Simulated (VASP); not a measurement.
A run of VASP 6.6.1 is set up as follows.

The input INCAR:

```
PREC     = Accurate       # precision mode
ENCUT    = 500            # plane-wave cutoff, eV
EDIFF    = 1E-6           # SCF threshold, eV
ISMEAR   = 0              # smearing method
SIGMA    = 0.1            # smearing width, eV
LREAL    = F              # projectors in reciprocal space
LASPH    = T              # aspherical terms in the spheres
NELM     = 120            # most SCF steps
ALGO     = Normal         # electronic algorithm
ISIF     = 2              # what is computed and relaxed
LWAVE    = F              # write WAVECAR
LCHARG   = F              # write CHGCAR
GGA      = PS             # functional
NBANDS   = 14             # bands
GGA_COMPAT= F
```

Contents of KPOINTS:

```
Automatic mesh
0
Gamma
  8 8 8
```

The input POSCAR:

```
Rh
1.0
   -1.5110298079      1.5110298079      1.5110298079
    1.5110298079     -1.5110298079      1.5110298079
    1.5110298079      1.5110298079     -1.5110298079
Rh
1
Direct
    0.0000000000      0.0000000000      0.0000000000
```

Potentials or basis: VASP PAW PBE potentials, release 64 (Rh_pv).

The run is started by

```sh
$ cat potpaw_PBE.64/Rh_pv/POTCAR > POTCAR
$ mpirun -np 1 vasp_std > vasp.out
```

Task: Predict the band gap on the k mesh.

Result: Zero (an odd number of electrons rules out a gap without spin polarisation).

Task: What does it give for the pressure?

Result: 1.8 GPa.

Caveat: the k points lie up to 0.37 Å⁻¹ apart, too coarse for converged energies and pressures of a metal; the PAW data sets were made with another functional, which shifts forces and pressure a little.
